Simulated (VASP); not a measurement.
The system is NaGeCl3.

```
Na Ge Cl
1.0
     5.06110    0.00000    0.00000
     0.00000    5.06110    0.00000
     0.00000    0.00000    5.06110
Na Ge Cl
1 1 3
Direct
  0.00000 0.00000 0.00000
  0.50000 0.50000 0.50000
  0.50000 0.50000 0.00000
  0.50000 0.00000 0.50000
  0.00000 0.50000 0.50000
```

This cell differs from its parent crystal: strain -2.5%.

Base run:

- Program: VASP 6.6.1
- Functional: PBE
- Potentials or basis: VASP PAW PBE potentials, release 64 (Na_pv, Ge_d, Cl)
- Cutoff: 520 eV
- k mesh: 6 × 6 × 6
- Occupations: fermi-dirac, width 0.02 eV
- Spin: no spin polarisation

Its results: band gap on the k mesh 0.20 eV, direct; pressure 3.0 GPa.

Problem. The run is repeated on the same cell with these changes: functional from PBE to r2SCAN; occupations from fermi-dirac, width 0.02 eV to gaussian, width 0.01 eV. What comes out?

Solution. Band gap on the k mesh 0.28 eV, direct; pressure 2.1 GPa.

Caveats: the PAW data sets were made with another functional, which shifts forces and pressure a little (some runs).

A k mesh can miss the band edges.
